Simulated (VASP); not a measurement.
# LiSnF4 (P4/mmm) in VASP: further runs

Runs on LiSnF4. Level: PBE. Tasks: relaxation of cell and atoms, single point.

Program: VASP 6.6.1. These are calculated values, not measurements. Logs are shortened: lines on timing, memory, paths and dates and some standing lists are left out, and cuts for length are marked.

## (1) The cell of the first run

The structure is tetragonal, space group P4/mmm (No. 123). Conventional cell: a = 4.270 Å, b = 4.270 Å, c = 6.823 Å, α = 90.00°, β = 90.00°, γ = 90.00°. Within 4.3 Å of Li (site symmetry 4/mmm) lie 16 F at 3.29 to 4.02 Å and 4 Li at 4.27 Å. Sn (site symmetry 4/mmm) has 6 F at 2.10 to 2.13 Å within 2.8 Å. F (site symmetry 4mm) has 1 Sn at 2.10 Å and 1 F at 2.62 Å within 2.8 Å. Within 2.8 Å of F (site symmetry mmm) lie 2 Sn at 2.13 Å.

## (2) Relaxation of cell and atoms, PBE

INCAR

```
PREC = Accurate
ENCUT = 600
EDIFF = 1E-6
ISMEAR = 0
SIGMA = 0.1
LREAL = F
LASPH = T
NELM = 100
ALGO = Normal
ISIF = 3
LWAVE = F
LCHARG = F
GGA = PE
IBRION = 2
NSW = 100
EDIFFG = -0.01
```

KPOINTS

```
regular mesh
0
Gamma
  10 10 6
```

POSCAR

```
LiSnF4
1.0
    4.2697184489      0.0000000000      0.0000000000
    0.0000000000      4.2697184489      0.0000000000
    0.0000000000      0.0000000000      6.8230757049
Li Sn F
1 1 4
Direct
    0.5000000000      0.5000000000      0.5000000000
    0.0000000000      0.0000000000      0.0000000000
    0.0000000000      0.0000000000      0.3080539289
    0.0000000000      0.0000000000      0.6919460711
    0.0000000000      0.5000000000      0.0000000000
    0.5000000000      0.0000000000      0.0000000000
```

Potentials or basis: VASP PAW PBE potentials, release 64 (Li_sv, Sn_d, F).

Run with:

```console
cat potpaw_PBE.64/Li_sv/POTCAR potpaw_PBE.64/Sn_d/POTCAR potpaw_PBE.64/F/POTCAR > POTCAR
mpirun -np 1 vasp_std > vasp.out
```

OUTCAR:

```text
PREC = Accurate
   ENCUT = 600
   EDIFF = 1E-6
   ISMEAR = 0
   LREAL = F
   LASPH = T
   NELM = 100
   ISIF = 3
   GGA = PE
   IBRION = 2
   NSW = 100
   EDIFFG = -0.01

 ion  position               nearest neighbor table
   1  0.500  0.500  0.500-
   2  0.000  0.000  0.000-   3 2.10   4 2.10   5 2.13   6 2.13   5 2.13   6 2.13
   3  0.000  0.000  0.308-   2 2.10
   4  0.000  0.000  0.692-   2 2.10
   5  0.000  0.500  0.000-   2 2.13   2 2.13
   6  0.500  0.000  0.000-   2 2.13   2 2.13

  LATTYP: Found a simple tetragonal cell.
 ALAT       =     4.2697184489
 C/A-ratio  =     1.5980153695

  Lattice vectors:

 A1 = (   4.2697184489,   0.0000000000,   0.0000000000)
 A2 = (   0.0000000000,   4.2697184489,   0.0000000000)
 A3 = (   0.0000000000,   0.0000000000,   6.8230757049)

Analysis of symmetry for initial positions (statically):
=====================================================================
 Subroutine PRICEL returns:
 Original cell was already a primitive cell.

 Routine SETGRP: Setting up the symmetry group for a
 simple tetragonal supercell.

 Subroutine GETGRP returns: Found 16 space group operations
 (whereof 16 operations were pure point group operations)
 out of a pool of 16 trial point group operations.

The static configuration has the point symmetry D_4h.

Analysis of symmetry for dynamics (positions and initial velocities):
=====================================================================
 Subroutine PRICEL returns:
 Original cell was already a primitive cell.

 Routine SETGRP: Setting up the symmetry group for a
 simple tetragonal supercell.

 Subroutine GETGRP returns: Found 16 space group operations
 (whereof 16 operations were pure point group operations)
 out of a pool of 16 trial point group operations.

The dynamic configuration has the point symmetry D_4h.

 Subroutine INISYM returns: Found 16 space group operations
 (whereof 16 operations are pure point group operations),
 and found     1 'primitive' translations

----------------------------------------------------------------------------------------

                                     Primitive cell

  volume of cell :     124.3881

  direct lattice vectors                    reciprocal lattice vectors
     4.269718449  0.000000000  0.000000000     0.234207480  0.000000000  0.000000000
     0.000000000  4.269718449  0.000000000     0.000000000  0.234207480  0.000000000
     0.000000000  0.000000000  6.823075705     0.000000000  0.000000000  0.146561469

  length of vectors
     4.269718449  4.269718449  6.823075705     0.234207480  0.234207480  0.146561469

  position of ions in fractional coordinates (direct lattice)
     0.500000000  0.500000000  0.500000000
     0.000000000  0.000000000  0.000000000
     0.000000000  0.000000000  0.308053929
     0.000000000  0.000000000  0.691946071
     0.000000000  0.500000000  0.000000000
     0.500000000  0.000000000  0.000000000

  ion indices of the primitive-cell ions
   primitive index   ion index
                 1           1
                 2           2
                 3           3
                 4           4
                 5           5
                 6           6

----------------------------------------------------------------------------------------

 KPOINTS: regular mesh

Automatic generation of k-mesh.
 Grid dimensions read from file:
 generate k-points for:   10   10    6

 Generating k-lattice:

  Cartesian coordinates                     Fractional coordinates (reciprocal lattice)
     0.023420748  0.000000000  0.000000000     0.100000000  0.000000000  0.000000000
     0.000000000  0.023420748  0.000000000     0.000000000  0.100000000  0.000000000
     0.000000000  0.000000000  0.024426912     0.000000000  0.000000000  0.166666667

  Length of vectors
     0.023420748  0.023420748  0.024426912

  Shift w.r.t. Gamma in fractional coordinates (k-lattice)
     0.000000000  0.000000000  0.000000000

 Subroutine IBZKPT returns following result:
 ===========================================

 Found     84 irreducible k-points:

 Following reciprocal coordinates:
            Coordinates               Weight
  0.000000  0.000000  0.000000      1.000000
  0.100000  0.000000  0.000000      4.000000
  0.200000  0.000000  0.000000      4.000000
  0.300000  0.000000  0.000000      4.000000
  0.400000  0.000000  0.000000      4.000000
  0.500000  0.000000  0.000000      2.000000
[... 16 lines left out ...]
  0.100000  0.000000  0.166667      8.000000
  0.200000  0.000000  0.166667      8.000000
 [... further k-points ...]
   k-points           NKPTS =     84   k-points in BZ     NKDIM =     84   number of bands    NBANDS=     27
   number of dos      NEDOS =    301   number of ions     NIONS =      6
   total plane-waves  NPLWV =  72576
   dimension x,y,z NGX =    36 NGY =   36 NGZ =   56
   dimension x,y,z NGXF=    72 NGYF=   72 NGZF=  112
   ions per type =               1   1   4
   NGX,Y,Z   is equivalent  to a cutoff of  14.02, 14.02, 13.64 a.u.
   NGXF,Y,Z  is equivalent  to a cutoff of  28.03, 28.03, 27.29 a.u.
 SYSTEM =  unknown system
   PREC   = accura    normal or accurate (medium, high low for compatibility)
   ISTART =      0    job   : 0-new  1-cont  2-samecut
   ICHARG =      2    charge: 1-file 2-atom 10-const
   ISPIN  =      1    spin polarized calculation?
   LNONCOLLINEAR =      F non collinear calculations
   LSORBIT =      F    spin-orbit coupling
   LASPH  =      T    aspherical Exc in radial PAW
   ENCUT  =  600.0 eV  44.10 Ry    6.64 a.u.   8.53  8.53 13.63*2*pi/ulx,y,z
   NELM   =    100;   NELMIN=  2; NELMDL= -5     # of ELM steps
   EDIFF  = 0.1E-05   stopping-criterion for ELM
   LREAL  =      F    real-space projection
   EDIFFG = -.1E-01   stopping-criterion for IOM
   NSW    =    100    number of steps for IOM
   IBRION =      2    ionic relax: 0-MD 1-quasi-New 2-CG
   NFREE  =      1    steps in history (QN), initial steepest desc. (CG)
   ISIF   =      3    stress and relaxation
   ISYM   =      2    0-nonsym 1-usesym 2-fastsym
   POTIM  = 0.5000    time-step for ionic-motion
   TEBEG  =    0.0;   TEEND  =   0.0 temperature during run
   PSTRESS=    0.0 pullay stress
   NELECT =      45.0000    total number of electrons
   NUPDOWN=      -1.0000    fix difference up-down
   EMIN   =  10.00;   EMAX   =-10.00  energy-range for DOS
   EFERMI =   0.00;   METHOD = LEGACY
   ISMEAR =     0;   SIGMA  =   0.10  broadening in eV -4-tet -1-fermi 0-gaus
   EFERMI_NEDOS =   21; number of points for ismear=-14 and -15
   IALGO  =     38    algorithm
   IMIX   =      4    mixing-type and parameters
     AMIX     =   0.40;   BMIX     =  1.00
     AMIX_MAG =   1.60;   BMIX_MAG =  1.00
  volume/ion in A,a.u.               =      20.73       139.90
  Fermi-wavevector in a.u.,A,eV,Ry     =   1.166504  2.204372 18.513867  1.360731
  Thomas-Fermi vector in A             =   2.303016
   LORBIT       =      0    0 simple, 1 ext, 2 COOP (PROOUT), +10 PAW based schemes
   GGA     = PE    functional components
   LHFCALC =     F    Hartree Fock is set to
   AEXX    =    0.0000 exact exchange contribution
   IVDW    =     0    specifies the selected vdW correction
   LEPSILON=     F    determine dielectric tensor
   LRPA    =     F    only Hartree local field effects (RPA)
 conjugate gradient relaxation of ions
 non-spin polarized calculation
 Gauss-broadening in eV      SIGMA  =   0.10
  energy-cutoff  :      600.00
  volume of cell :      124.39
 maximum number of plane-waves:      4182
 NGX is ok and might be reduce to    36
   NGX = 17   NGY = 17   NGZ = 27

--------------------------------------- Ionic step        1  -------------------------------------------

 number of electron      45.0000011 magnetization

 Free energy of the ion-electron system (eV)
  ---------------------------------------------------
  ext. energy  EPLUGINS =         0.00000000
  ---------------------------------------------------
  free energy    TOTEN  =       -25.82812051 eV

  energy without entropy =      -25.82439573  energy(sigma->0) =      -25.82625812

------------------------ aborting loop because EDIFF is reached ----------------------------------------

  FORCE on cell =-STRESS in cart. coord.  units (eV):
  Direction    XX          YY          ZZ          XY          YZ          ZX
  --------------------------------------------------------------------------------------
  -------------------------------------------------------------------------------------
  Total        0.0824191      0.0824191      0.4609097      0.0000000      0.0000000      0.0000000
  in kB        1.0615969      1.0615969      5.9367368      0.0000000      0.0000000      0.0000000
  external PRESSURE =       2.6866435 kB  Pullay stress =       0.0000000 kB

 VOLUME and BASIS-vectors are now :
 -----------------------------------------------------------------------------
  energy-cutoff  :      600.00
  volume of cell :      124.39
      direct lattice vectors                 reciprocal lattice vectors
     4.269718449  0.000000000  0.000000000     0.234207480  0.000000000  0.000000000
     0.000000000  4.269718449  0.000000000     0.000000000  0.234207480  0.000000000
     0.000000000  0.000000000  6.823075705     0.000000000  0.000000000  0.146561469
[... 161 lines left out ...]
 POSITION                                       TOTAL-FORCE (eV/Angst)
 -----------------------------------------------------------------------------------
      2.13570      2.13570      3.42328        -0.000000      0.000000      0.000000
     -0.00000     -0.00000      6.84656        -0.000000      0.000000      0.000000
     -0.00000     -0.00000      2.11211         0.000000      0.000000     -0.012859
     -0.00000     -0.00000      4.73446        -0.000000     -0.000000      0.012859
     -0.00000      2.13570      6.84656        -0.000000      0.000000      0.000000
      2.13570     -0.00000      6.84656        -0.000000      0.000000      0.000000
 -----------------------------------------------------------------------------------
    total drift:                                0.000000      0.000000      0.000000

  FREE ENERGIE OF THE ION-ELECTRON SYSTEM (eV)
  ---------------------------------------------------
  free  energy   TOTEN  =       -25.8291840101 eV

  energy  without entropy=      -25.8254360557  energy(sigma->0) =      -25.82731003

--------------------------------------- Ionic step        6  -------------------------------------------

 number of electron      45.0000012 magnetization

 Free energy of the ion-electron system (eV)
  ---------------------------------------------------
  ext. energy  EPLUGINS =         0.00000000
  ---------------------------------------------------
  free energy    TOTEN  =       -25.82920811 eV

  energy without entropy =      -25.82546917  energy(sigma->0) =      -25.82733864

 E-fermi :   1.5526     XC(G=0):  -7.0388

 val. band max:        1.5019059743   @ k =   0.4000   0.1000   0.1667
 cond. band min:       1.5588051932   @ k =   0.3000   0.2000   0.5000
 fundamental gap:      0.0568992189
 Fermi energy:         1.5526258889

 k-point     1 :       0.0000    0.0000    0.0000
  band No.  band energies     occupation
      1     -48.2066      2.00000
      2     -23.6607      2.00000
      3     -23.6423      2.00000
      4     -22.2528      2.00000
      5     -21.6203      2.00000
      6     -20.6097      2.00000
[... 19 lines left out ...]
     26       8.0214      0.00000
     27       8.0215      0.00000
[... 667 lines left out ...]
      5     -21.6512      2.00000
      6     -20.6132      2.00000
[... 19 lines left out ...]
     26       6.6690      0.00000
     27       7.6413      0.00000

 [... further k-points ...]

------------------------ aborting loop because EDIFF is reached ----------------------------------------

  FORCE on cell =-STRESS in cart. coord.  units (eV):
  Direction    XX          YY          ZZ          XY          YZ          ZX
  --------------------------------------------------------------------------------------
  -------------------------------------------------------------------------------------
  Total        0.0337749      0.0337749     -0.0123566      0.0000000      0.0000000      0.0000000
  in kB        0.4331536      0.4331536     -0.1584705      0.0000000      0.0000000      0.0000000
  external PRESSURE =       0.2359456 kB  Pullay stress =       0.0000000 kB

 VOLUME and BASIS-vectors are now :
 -----------------------------------------------------------------------------
  energy-cutoff  :      600.00
  volume of cell :      124.93
      direct lattice vectors                 reciprocal lattice vectors
     4.269378783 -0.000000000  0.000000000     0.234226114 -0.000000000  0.000000000
    -0.000000000  4.269378783  0.000000000    -0.000000000  0.234226114  0.000000000
    -0.000000000 -0.000000000  6.853831037    -0.000000000 -0.000000000  0.145903801

 POSITION                                       TOTAL-FORCE (eV/Angst)
 -----------------------------------------------------------------------------------
      2.13469      2.13469      3.42692         0.000000     -0.000000      0.000000
      0.00000      0.00000      0.00000         0.000000     -0.000000      0.000000
      4.26938      4.26938      2.11264         0.000000      0.000000     -0.007292
     -0.00000     -0.00000      4.74119        -0.000000     -0.000000      0.007292
      4.26938      2.13469      0.00000         0.000000     -0.000000      0.000000
      2.13469      0.00000      0.00000         0.000000     -0.000000      0.000000
 -----------------------------------------------------------------------------------
    total drift:                                0.000000      0.000000      0.000000

  FREE ENERGIE OF THE ION-ELECTRON SYSTEM (eV)
  ---------------------------------------------------
  free  energy   TOTEN  =       -25.8292081124 eV

  energy  without entropy=      -25.8254691698  energy(sigma->0) =      -25.82733864

 reached required accuracy - stopping structural energy minimisation
```

Run time: 18 min. Hardware: 1 thread of Intel Xeon Platinum 8259CL at 2.50GHz (Skylake/Cascade Lake), shared host; peak memory 0.48 GiB.

What came out:

| Property | Result |
| --- | --- |
| Free energy | -25.8292 eV |
| Relaxed volume | 20.82 Å³/atom |
| Relaxed cell | a = 4.269 Å, b = 4.269 Å, c = 6.854 Å, α = 90.00°, β = 90.00°, γ = 90.00° |
| Space group after relaxing (to 0.05 Å) | P4/mmm (No. 123) |
| Energy gained by relaxing | 0.2 meV/atom |
| Ionic steps | 6 |
| Pressure after relaxing | 0.0 GPa |
| Largest force after relaxing | 0.007 eV/Å |

Forces on the atoms (eV/Å):
```
Li   0.000  0.000  0.000
Sn   0.000  0.000  0.000
F    0.000  0.000 -0.007
F    0.000  0.000  0.007
F    0.000  0.000  0.000
F    0.000  0.000  0.000
```

Step by step:
| step | energy change (eV) | largest force (eV/Å) | pressure (GPa) | volume (Å³) |
| --- | --- | --- | --- | --- |
| 1 | 0.0000 | 0.0884 | 0.27 | 124.39 |
| 2 | -0.0010 | 0.0342 | -0.06 | 125.01 |
| 3 | -0.0010 | 0.0121 | 0.01 | 124.90 |
| 4 | -0.0010 | 0.0142 | 0.00 | 124.91 |
| 5 | -0.0011 | 0.0129 | 0.00 | 124.91 |
| 6 | -0.0011 | 0.0073 | 0.02 | 124.93 |

Final structure:
```
CELL_PARAMETERS angstrom
4.26938 0.00000 0.00000
0.00000 4.26938 0.00000
0.00000 0.00000 6.85383
ATOMIC_POSITIONS crystal
Li 0.50000 0.50000 0.50000
Sn 0.00000 0.00000 0.00000
F 0.00000 0.00000 0.30824
F 0.00000 0.00000 0.69176
F 0.00000 0.50000 0.00000
F 0.50000 0.00000 0.00000
```

Caveat: the cutoff is under 1.25 times the usual one of these potentials, so pressure, stress and relaxed cells hold a basis-set (Pulay) error; spin-orbit coupling is left out, which moves the levels of the heavy elements; an odd number of electrons without spin polarisation forces a metal; a magnetic or distorted state may lie lower.

## (3) Single point, PBE

This run uses another cell than the first one, of 16.29 Å³/atom, 0.786 times its volume.

INCAR

```
SYSTEM = LiSnF4
PREC = Accurate
ENCUT = 520
EDIFF = 1E-7
ISMEAR = 0
SIGMA = 0.1
LREAL = .False.
LASPH = .True.
NELM = 60
ALGO = Normal
ISIF = 2
LWAVE = .False.
LCHARG = .True.
GGA = PE
LELF = .True.
LVHAR = .True.
NBANDS = 32
```

KPOINTS

```
Automatic mesh
0
Gamma
  4 4 4
  0 0 0
```

POSCAR

```
LiSnF4
1.0
    4.0500000000      0.0000000000      0.0000000000
    0.0000000000      4.0500000000      0.0000000000
    0.0000000000      0.0000000000      5.9588198600
Li Sn F
1 1 4
Direct
    0.5000000000      0.5000000000      0.5000000000
    0.0000000000      0.0000000000      0.0000000000
    0.0000000000      0.0000000000      0.3153996900
    0.0000000000      0.0000000000      0.6846003100
    0.0000000000      0.5000000000      0.0000000000
    0.5000000000      0.0000000000      0.0000000000
```

Potentials or basis: VASP PAW PBE potentials, release 64 (Li_sv, Sn_d, F).

Run with:

```console
cat potpaw_PBE.64/Li_sv/POTCAR potpaw_PBE.64/Sn_d/POTCAR potpaw_PBE.64/F/POTCAR > POTCAR
mpirun -np 1 vasp_std > vasp.out
```

Run time: 57 s. Hardware: 1 thread of Intel Xeon 6975P-C, shared host; peak memory 0.21 GiB.

It converged, with:

- Free energy: -24.4055 eV
- Largest force: 2.738 eV/Å

Forces on the atoms (eV/Å):
```
Li   0.000  0.000  0.000
Sn   0.000  0.000  0.000
F    0.000  0.000  2.738
F    0.000  0.000 -2.738
F    0.000  0.000  0.000
F    0.000  0.000  0.000
```

Levels at points of the mesh, in eV from the Fermi level:
```
           k point  band 20  band 21  band 22  band 23  band 24  band 25
(0.00, 0.00, 0.00)    -6.57    -6.38    -6.38    -2.18     0.84     2.47
(0.50, 0.00, 0.00)    -6.72    -6.36    -6.14     0.25     1.49     2.76
(0.50, 0.50, 0.00)    -6.96    -6.12    -6.12     2.47     2.60     2.91
(0.00, 0.00, 0.50)    -6.88    -6.39    -6.39    -0.93     0.09     2.36
(0.50, 0.00, 0.50)    -6.60    -6.39    -6.02     1.21     1.88     1.96
(0.50, 0.50, 0.50)    -6.58    -6.58    -5.68     2.31     3.09     3.24
```

Caveat: the k points lie up to 0.39 Å⁻¹ apart; the cutoff is under 1.25 times the usual one of these potentials, so pressure, stress and relaxed cells hold a basis-set (Pulay) error; spin-orbit coupling is left out, which moves the levels of the heavy elements; an odd number of electrons without spin polarisation forces a metal; a magnetic or distorted state may lie lower.

(Continued in part 2 of 2.)
